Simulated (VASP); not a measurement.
Input of a VASP 6.6.1 run:

INCAR

```
SYSTEM = YN
PREC = Accurate
ENCUT = 600
EDIFF = 1E-6
ISMEAR = 0
SIGMA = 0.01
LREAL = .FALSE.
LASPH = .TRUE.
NELM = 120
ALGO = Normal
ISIF = 2
LWAVE = .FALSE.
LCHARG = .FALSE.
GGA = PE
NBANDS = 15
GGA_COMPAT = .FALSE.
```

Contents of KPOINTS:

```
regular mesh
0
G
  8 8 8
  0 0 0
```

POSCAR

```
YN
1.0
    0.0000000000      2.4221337351      2.4221337351
    2.4221337351      0.0000000000      2.4221337351
    2.4221337351      2.4221337351      0.0000000000
Y N
1 1
Direct
    0.0000000000      0.0000000000      0.0000000000
    0.5000000000      0.5000000000      0.5000000000
```

Potentials or basis: VASP PAW PBE potentials, release 64 (Y_sv, N).

Launch:

```sh
$ cat potpaw_PBE.64/Y_sv/POTCAR potpaw_PBE.64/N/POTCAR > POTCAR
$ mpirun -np 1 vasp_std > vasp.out
```

(1) What does it give for the pressure?

(2) What does it give for the band gap on the k mesh?

Answers

(1) 6.3 GPa.

(2) 0.14 eV (least direct gap 0.50 eV).

Caveat: the cell stands under pressure; semilocal functionals underestimate gaps, and a narrow one can read as zero.
